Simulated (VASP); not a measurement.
# H3C18N in VASP: a series of runs

H3C18N is run at these levels: PBE+D3(BJ); tasks: single point.

Program: VASP 6.6.1. These are calculated values, not measurements. Logs are shortened: lines on timing, memory, paths and dates and some standing lists are left out, and cuts for length are marked.

## 1. The cell of the first run

The cell holds a slab with vacuum, 22 atoms: a = 7.398 Å, b = 7.398 Å, c = 12.000 Å, α = 90.00°, β = 90.00°, γ = 120.00°.

## 2. Single point, PBE+D3(BJ)

Contents of INCAR:

```
PREC     = Accurate       # precision mode
ENCUT    = 520            # plane-wave cutoff, eV
EDIFF    = 1E-6           # SCF threshold, eV
ISMEAR   = 0              # smearing method
SIGMA    = 0.05           # smearing width, eV
LREAL    = Auto         
LASPH    = True           # aspherical terms in the spheres
NELM     = 80             # most SCF steps
ALGO     = Normal         # electronic algorithm
ISIF     = 2              # what is computed and relaxed
LWAVE    = False          # write WAVECAR
LCHARG   = False          # write CHGCAR
GGA      = PE             # functional
IVDW     = 12             # dispersion correction
NBANDS   = 57             # bands
```

Contents of KPOINTS:

```
Automatic mesh
0
Gamma
  2 2 1
```

Contents of POSCAR:

```
H3C18N
1.0
    7.3980000000      0.0000000000      0.0000000000
   -3.6990000000      6.4068560000      0.0000000000
    0.0000000000      0.0000000000     12.0000000000
C N H
18 1 3
Direct
    0.0007114762     -0.0067871043      0.0580212500
    0.2240860871      0.1049421120      0.0580825833
    0.0004767756      0.3285247866      0.0576117500
    0.2243372983      0.4404250696      0.0580211667
    0.0026215689      0.6620649816      0.0575085833
    0.2221295632      0.7717849441      0.0579317500
    0.3338338622     -0.0048521459      0.0581135833
    0.5576741578      0.1070952742      0.0579206667
    0.3360405210      0.3287398687      0.0580410000
    0.5555713299      0.4385633140      0.0577716667
    0.3340866877      0.6599662924      0.0581012500
    0.5574523087      0.7715804757      0.0581385000
    0.6693391970     -0.0046252015      0.0580562500
    0.8888375127      0.1051278505      0.0579447500
    0.6674544355      0.3266688060      0.0573962500
    0.8907807929      0.4383496367      0.0571179167
    0.6672495903      0.6618492752      0.0579100000
    0.8909482426      0.7736869691      0.0578056667
    0.8341904932      0.4192241873      0.3333315833
    0.8303393388      0.3777562661      0.4149191667
    0.7050902330      0.2992431857      0.2967022500
    0.9590516430      0.4167710340      0.2985519167
```

Potentials or basis: VASP PAW PBE potentials, release 64 (C, N, H).

Command:

```sh
cat potpaw_PBE.64/C/POTCAR potpaw_PBE.64/N/POTCAR potpaw_PBE.64/H/POTCAR > POTCAR
mpirun -np 1 vasp_std > vasp.out
```

OUTCAR:

```text
PREC = Accurate
   ENCUT = 520
   EDIFF = 1E-6
   ISMEAR = 0
   LREAL = Auto
   LASPH = True
   NELM = 80
   ISIF = 2
   GGA = PE
   IVDW = 12
 IVDW          = 12

 ion  position               nearest neighbor table
   1  0.001  0.993  0.058-  18 1.41   2 1.43  14 1.43
   2  0.224  0.105  0.058-   7 1.41   1 1.43   9 1.43
   3  0.000  0.329  0.058-  16 1.41  14 1.43   4 1.43
   4  0.224  0.440  0.058-  11 1.41   9 1.43   3 1.43
   5  0.003  0.662  0.058-   6 1.41  18 1.43  16 1.43
   6  0.222  0.772  0.058-   5 1.41   7 1.43  11 1.43
[... 11 lines left out ...]
  18  0.891  0.774  0.058-   1 1.41   5 1.43  17 1.43
  19  0.834  0.419  0.333-  22 1.02  20 1.02  21 1.02
  20  0.830  0.378  0.415-  19 1.02
  21  0.705  0.299  0.297-  19 1.02
  22  0.959  0.417  0.299-  19 1.02

  LATTYP: Found a hexagonal cell.
 ALAT       =     7.3980000000
 C/A-ratio  =     1.6220600162

  Lattice vectors:

 A1 = (   7.3980000000,   0.0000000000,   0.0000000000)
 A2 = (  -3.6990000000,   6.4068560000,   0.0000000000)
 A3 = (   0.0000000000,   0.0000000000,  12.0000000000)

Analysis of symmetry for initial positions (statically):
=====================================================================
 Subroutine PRICEL returns:
 Original cell was already a primitive cell.

 Routine SETGRP: Setting up the symmetry group for a
 hexagonal supercell.

 Subroutine GETGRP returns: Found  1 space group operations
 (whereof  1 operations were pure point group operations)
 out of a pool of 24 trial point group operations.

The static configuration has the point symmetry C_1 .

Analysis of symmetry for dynamics (positions and initial velocities):
=====================================================================
 Subroutine PRICEL returns:
 Original cell was already a primitive cell.

 Routine SETGRP: Setting up the symmetry group for a
 hexagonal supercell.

 Subroutine GETGRP returns: Found  1 space group operations
 (whereof  1 operations were pure point group operations)
 out of a pool of 24 trial point group operations.

The dynamic configuration has the point symmetry C_1 .

 Subroutine INISYM returns: Found  1 space group operations
 (whereof  1 operations are pure point group operations),
 and found     1 'primitive' translations

----------------------------------------------------------------------------------------

                                     Primitive cell

  volume of cell :     568.7750

  direct lattice vectors                    reciprocal lattice vectors
     7.398000000  0.000000000  0.000000000     0.135171668  0.078041398  0.000000000
    -3.699000000  6.406856000  0.000000000     0.000000000  0.156082796  0.000000000
     0.000000000  0.000000000 12.000000000     0.000000000  0.000000000  0.083333333

  length of vectors
     7.398000000  7.398000054 12.000000000     0.156082797  0.156082796  0.083333333

  position of ions in fractional coordinates (direct lattice)
     0.000711476  0.993212896  0.058021250
     0.224086087  0.104942112  0.058082583
     0.000476776  0.328524787  0.057611750
     0.224337298  0.440425070  0.058021167
     0.002621569  0.662064982  0.057508583
     0.222129563  0.771784944  0.057931750
[... 14 lines left out ...]
     0.705090233  0.299243186  0.296702250
     0.959051643  0.416771034  0.298551917

  ion indices of the primitive-cell ions
   primitive index   ion index
                 1           1
                 2           2
                 3           3
                 4           4
                 5           5
                 6           6
[... 14 lines left out ...]
                21          21
                22          22

----------------------------------------------------------------------------------------

 KPOINTS: Automatic mesh

Automatic generation of k-mesh.
 Grid dimensions read from file:
 generate k-points for:    2    2    1

 Generating k-lattice:

  Cartesian coordinates                     Fractional coordinates (reciprocal lattice)
     0.067585834  0.039020699  0.000000000     0.500000000  0.000000000  0.000000000
     0.000000000  0.078041398  0.000000000     0.000000000  0.500000000  0.000000000
     0.000000000  0.000000000  0.083333333     0.000000000  0.000000000  1.000000000

  Length of vectors
     0.078041399  0.078041398  0.083333333

  Shift w.r.t. Gamma in fractional coordinates (k-lattice)
     0.000000000  0.000000000  0.000000000

 Subroutine IBZKPT returns following result:
 ===========================================

 Found      4 irreducible k-points:

 Following reciprocal coordinates:
            Coordinates               Weight
  0.000000  0.000000  0.000000      1.000000
  0.500000  0.000000  0.000000      1.000000
  0.000000  0.500000  0.000000      1.000000
  0.500000  0.500000  0.000000      1.000000
   k-points           NKPTS =      4   k-points in BZ     NKDIM =      4   number of bands    NBANDS=     57
   number of dos      NEDOS =    301   number of ions     NIONS =     22
   total plane-waves  NPLWV = 282240
   dimension x,y,z NGX =    56 NGY =   56 NGZ =   90
   dimension x,y,z NGXF=   112 NGYF=  112 NGZF=  180
   ions per type =              18   1   3
   NGX,Y,Z   is equivalent  to a cutoff of  12.58, 12.58, 12.47 a.u.
   NGXF,Y,Z  is equivalent  to a cutoff of  25.17, 25.17, 24.94 a.u.
 SYSTEM =  unknown system
   PREC   = accura    normal or accurate (medium, high low for compatibility)
   ISTART =      0    job   : 0-new  1-cont  2-samecut
   ICHARG =      2    charge: 1-file 2-atom 10-const
   ISPIN  =      1    spin polarized calculation?
   LNONCOLLINEAR =      F non collinear calculations
   LSORBIT =      F    spin-orbit coupling
   LASPH  =      T    aspherical Exc in radial PAW
   ENCUT  =  520.0 eV  38.22 Ry    6.18 a.u.  13.76 13.76 22.31*2*pi/ulx,y,z
   NELM   =     80;   NELMIN=  2; NELMDL= -5     # of ELM steps
   EDIFF  = 0.1E-05   stopping-criterion for ELM
   LREAL  =      T    real-space projection
   EDIFFG = 0.1E-04   stopping-criterion for IOM
   NSW    =      0    number of steps for IOM
   IBRION =     -1    ionic relax: 0-MD 1-quasi-New 2-CG
   NFREE  =      0    steps in history (QN), initial steepest desc. (CG)
   ISIF   =      2    stress and relaxation
   ISYM   =      2    0-nonsym 1-usesym 2-fastsym
   POTIM  = 0.5000    time-step for ionic-motion
   TEBEG  =    0.0;   TEEND  =   0.0 temperature during run
   PSTRESS=    0.0 pullay stress
   NELECT =      80.0000    total number of electrons
   NUPDOWN=      -1.0000    fix difference up-down
   EMIN   =  10.00;   EMAX   =-10.00  energy-range for DOS
   EFERMI =   0.00;   METHOD = LEGACY
   ISMEAR =     0;   SIGMA  =   0.05  broadening in eV -4-tet -1-fermi 0-gaus
   EFERMI_NEDOS =   21; number of points for ismear=-14 and -15
   IALGO  =     38    algorithm
   IMIX   =      4    mixing-type and parameters
     AMIX     =   0.40;   BMIX     =  1.00
     AMIX_MAG =   1.60;   BMIX_MAG =  1.00
  volume/ion in A,a.u.               =      25.85       174.47
  Fermi-wavevector in a.u.,A,eV,Ry     =   0.851382  1.608879  9.862209  0.724852
  Thomas-Fermi vector in A             =   1.967507
   LORBIT       =      0    0 simple, 1 ext, 2 COOP (PROOUT), +10 PAW based schemes
   GGA     = PE    functional components
   LHFCALC =     F    Hartree Fock is set to
   AEXX    =    0.0000 exact exchange contribution
   IVDW    =    12    specifies the selected vdW correction
   LEPSILON=     F    determine dielectric tensor
   LRPA    =     F    only Hartree local field effects (RPA)
 non-spin polarized calculation
 Gauss-broadening in eV      SIGMA  =   0.05
  energy-cutoff  :      520.00
  volume of cell :      568.78
 maximum number of plane-waves:     15363
 NGX is ok and might be reduce to    56
   NGX = 27   NGY = 27   NGZ = 45

 number of electron      79.9999998 magnetization

 Free energy of the ion-electron system (eV)
  ---------------------------------------------------
  ext. energy  EPLUGINS =         0.00000000
  ---------------------------------------------------
  free energy    TOTEN  =      -185.17044297 eV

  energy without entropy =     -185.17024508  energy(sigma->0) =     -185.17034403

 E-fermi :  -1.5525     XC(G=0):  -4.1951

 val. band max:       -1.6604282368   @ k =   0.0000   0.0000   0.0000
 cond. band min:      -1.4437669298   @ k =   0.0000   0.0000   0.0000
 fundamental gap:      0.2166613070
 Fermi energy:        -1.5524816399

 k-point     1 :       0.0000    0.0000    0.0000
  band No.  band energies     occupation
      1     -21.0756      2.00000
      2     -18.5598      2.00000
      3     -18.5359      2.00000
      4     -18.5272      2.00000
      5     -18.5249      2.00000
      6     -18.4292      2.00000
[... 44 lines left out ...]
     51       3.4224      0.00000
     52       4.4781      0.00000

 k-point     2 :       0.5000    0.0000    0.0000
  band No.  band energies     occupation
      1     -20.4230      2.00000
      2     -20.4203      2.00000
      3     -19.1741      2.00000
      4     -19.0843      2.00000
      5     -18.4216      2.00000
      6     -16.6839      2.00000
[... 44 lines left out ...]
     51       4.0111      0.00000
     52       4.0497      0.00000

 k-point     3 :       0.0000    0.5000    0.0000
  band No.  band energies     occupation
      1     -20.4294      2.00000
      2     -20.4138      2.00000
      3     -19.1717      2.00000
      4     -19.0867      2.00000
      5     -18.4218      2.00000
      6     -16.6831      2.00000
[... 44 lines left out ...]
     51       4.0315      0.00000
     52       4.1685      0.00000

 k-point     4 :       0.5000    0.5000    0.0000
  band No.  band energies     occupation
      1     -20.4289      2.00000
      2     -20.4143      2.00000
      3     -19.1714      2.00000
      4     -19.0872      2.00000
      5     -18.4217      2.00000
      6     -16.6824      2.00000
[... 44 lines left out ...]
     51       4.0271      0.00000
     52       4.1800      0.00000
 [bands above 52 left out]

------------------------ aborting loop because EDIFF is reached ----------------------------------------

 Edisp (eV)   -1.75644

 E8    (eV) :    -0.5331

  FORCE on cell =-STRESS in cart. coord.  units (eV):
  Direction    XX          YY          ZZ          XY          YZ          ZX
  --------------------------------------------------------------------------------------
  -------------------------------------------------------------------------------------
  Total       1.07152     1.05837    -0.22600    -0.00590    -0.00852    -0.01914
  in kB       3.01836     2.98130    -0.63663    -0.01661    -0.02400    -0.05391
  external pressure =        1.79 kB  Pullay stress =        0.00 kB

 VOLUME and BASIS-vectors are now :
 -----------------------------------------------------------------------------
  energy-cutoff  :      520.00
  volume of cell :      568.78
      direct lattice vectors                 reciprocal lattice vectors
     7.398000000  0.000000000  0.000000000     0.135171668  0.078041398  0.000000000
    -3.699000000  6.406856000  0.000000000     0.000000000  0.156082796  0.000000000
     0.000000000  0.000000000 12.000000000     0.000000000  0.000000000  0.083333333

 POSITION                                       TOTAL-FORCE (eV/Angst)
 -----------------------------------------------------------------------------------
     -3.66863      6.36337      0.69626        -0.003471      0.004960     -0.001327
      1.26961      0.67235      0.69699        -0.004384      0.009805     -0.001298
     -1.21169      2.10481      0.69134         0.023722      0.002480      0.004729
      0.03052      2.82174      0.69625         0.004875     -0.016245     -0.001404
     -2.42958      4.24175      0.69010        -0.012366     -0.001998      0.005424
     -1.21152      4.94471      0.69518        -0.002509      0.005986     -0.001206
[... 14 lines left out ...]
      4.10936      1.91721      3.56043        -0.011187      0.024171     -0.002429
      5.55343      2.67019      3.58262        -0.000528      0.025076     -0.014924
 -----------------------------------------------------------------------------------
    total drift:                               -0.004792     -0.003969      0.060138

  FREE ENERGIE OF THE ION-ELECTRON SYSTEM (eV)
  ---------------------------------------------------
  free  energy   TOTEN  =      -186.9268860357 eV

  energy  without entropy=     -186.9266881390  energy(sigma->0) =     -186.92678709
```

Wall time 3.7 min (1 thread of Intel Xeon 6975P-C (Granite Rapids), shared host); peak memory 0.6 GiB.

Results:

- Free energy: -186.9269 eV
- Largest force: 0.078 eV/Å
- Band gap on the k mesh: 0.22 eV, direct
- Dispersion energy per atom: -0.080 eV

Forces on the atoms (eV/Å):
```
C   -0.003  0.005 -0.001
C   -0.004  0.010 -0.001
C    0.024  0.002  0.005
C    0.005 -0.016 -0.001
C   -0.012 -0.002  0.005
C   -0.003  0.006 -0.001
C    0.005 -0.002 -0.001
C   -0.014 -0.010  0.001
C   -0.005 -0.004  0.001
C    0.007 -0.006  0.003
C    0.002  0.004 -0.001
C   -0.004  0.010  0.001
C   -0.005 -0.020 -0.002
C    0.019 -0.003  0.006
C   -0.018  0.018 -0.001
C   -0.011  0.019 -0.001
C    0.010 -0.006  0.001
C    0.007 -0.005 -0.001
N    0.031 -0.071  0.012
H   -0.018  0.021 -0.006
H   -0.011  0.024 -0.002
H   -0.001  0.025 -0.015
```

Levels at points of the mesh, in eV from the valence-band top:
```csv
k point,band 37,band 38,band 39,band 40,band 41,band 42,band 43,band 44
"(0.00, 0.00, 0.00)",-2.93,-1.83,-0.01,0.00,0.22,0.22,2.98,4.16
"(0.50, 0.00, 0.00)",-2.53,-2.51,-2.25,-1.83,1.78,2.59,2.60,2.66
"(0.00, 0.50, 0.00)",-2.53,-2.52,-2.25,-1.83,1.79,2.58,2.59,2.65
"(0.50, 0.50, 0.00)",-2.54,-2.52,-2.26,-1.82,1.79,2.58,2.59,2.66
```

Caveat: the k points lie up to 0.49 Å⁻¹ apart.

## 3. Single point, PBE+D3(BJ)

Contents of INCAR:

```
PREC     = Accurate       # precision mode
ENCUT    = 520            # plane-wave cutoff, eV
EDIFF    = 1E-6           # SCF threshold, eV
ISMEAR   = 0              # smearing method
SIGMA    = 0.05           # smearing width, eV
LREAL    = Auto         
LASPH    = T              # aspherical terms in the spheres
NELM     = 100            # most SCF steps
ALGO     = Normal         # electronic algorithm
ISIF     = 2              # what is computed and relaxed
LWAVE    = F              # write WAVECAR
LCHARG   = F              # write CHGCAR
GGA      = PE             # functional
IVDW     = 12             # dispersion correction
NBANDS   = 57             # bands
```

KPOINTS is that of step 2.

Contents of POSCAR:

```
H3C18N
1.0
    7.3980000000      0.0000000000      0.0000000000
   -3.6990000000      6.4068560000      0.0000000000
    0.0000000000      0.0000000000     12.0000000000
C N H
18 1 3
Direct
    0.0008570961     -0.0065948103      0.0578755833
    0.2239028635      0.1049744212      0.0579374167
    0.0003789785      0.3285378975      0.0575935000
    0.2244536123      0.4405622664      0.0579049167
    0.0025884903      0.6624075834      0.0573183333
    0.2221512458      0.7721308236      0.0577300000
    0.3336874496     -0.0048262361      0.0579351667
    0.5577545407      0.1072146775      0.0578044167
    0.3359845967      0.3290219103      0.0579170000
    0.5555971554      0.4389074766      0.0576377500
    0.3342450253      0.6601759116      0.0579257500
    0.5573051445      0.7716405675      0.0579666667
    0.6692929797     -0.0043556465      0.0579363333
    0.8888766634      0.1054308072      0.0578771667
    0.6675785496      0.3268810786      0.0573306667
    0.8906378420      0.4384292389      0.0570707500
    0.6671414837      0.6619042164      0.0577345000
    0.8910772762      0.7738606892      0.0576070833
    0.8349020587      0.4738644040      0.3321901667
    0.8274102560      0.4403165921      0.4152490000
    0.7063892636      0.3513359751      0.2967305000
    0.9600911801      0.4665024468      0.3017269167
```

Potentials or basis: VASP PAW PBE potentials, release 64 (C, N, H).

Command:

```sh
cat potpaw_PBE.64/C/POTCAR potpaw_PBE.64/N/POTCAR potpaw_PBE.64/H/POTCAR > POTCAR
mpirun -np 1 vasp_std > vasp.out
```

Run time: 3.4 min. Hardware: 1 thread of Intel Xeon 6975P-C (Granite Rapids), shared host; peak memory 0.6 GiB.

It converged, with:

- Free energy: -186.9260 eV
- Largest force: 0.072 eV/Å
- Band gap on the k mesh: 0.22 eV, direct
- Dispersion energy per atom: -0.080 eV

Forces on the atoms (eV/Å):
```
C   -0.011  0.000  0.001
C    0.004  0.016 -0.002
C    0.007  0.012  0.005
C   -0.004 -0.005 -0.001
C    0.000 -0.007  0.007
C    0.007 -0.011 -0.001
C    0.005  0.009 -0.002
C   -0.010  0.002  0.003
C    0.009 -0.008  0.001
C   -0.001 -0.011  0.001
C   -0.010  0.000  0.000
C    0.006  0.011  0.004
C    0.004 -0.013 -0.004
C    0.006 -0.008  0.004
C   -0.014  0.005  0.000
C    0.004  0.011 -0.003
C    0.007  0.002  0.001
C   -0.010  0.000 -0.002
N    0.034 -0.062  0.013
H   -0.014  0.022 -0.002
H   -0.015  0.015 -0.011
H   -0.006  0.023 -0.012
```

Levels at points of the mesh, in eV from the valence-band top:
```
           k point  band 36  band 37  band 38  band 39  band 40  band 41  band 42  band 43  band 44  band 45
(0.00, 0.00, 0.00)    -2.93    -2.93    -1.86    -0.01     0.00     0.22     0.22     2.96     4.14     4.74
(0.50, 0.00, 0.00)    -2.57    -2.53    -2.52    -2.25    -1.85     1.78     2.59     2.60     2.66     2.66
(0.00, 0.50, 0.00)    -2.57    -2.54    -2.52    -2.26    -1.85     1.79     2.59     2.59     2.65     2.67
(0.50, 0.50, 0.00)    -2.57    -2.54    -2.52    -2.25    -1.85     1.79     2.59     2.59     2.65     2.67
```

Caveat: the k points lie up to 0.49 Å⁻¹ apart.

(Part 1 of 2 ends here.)
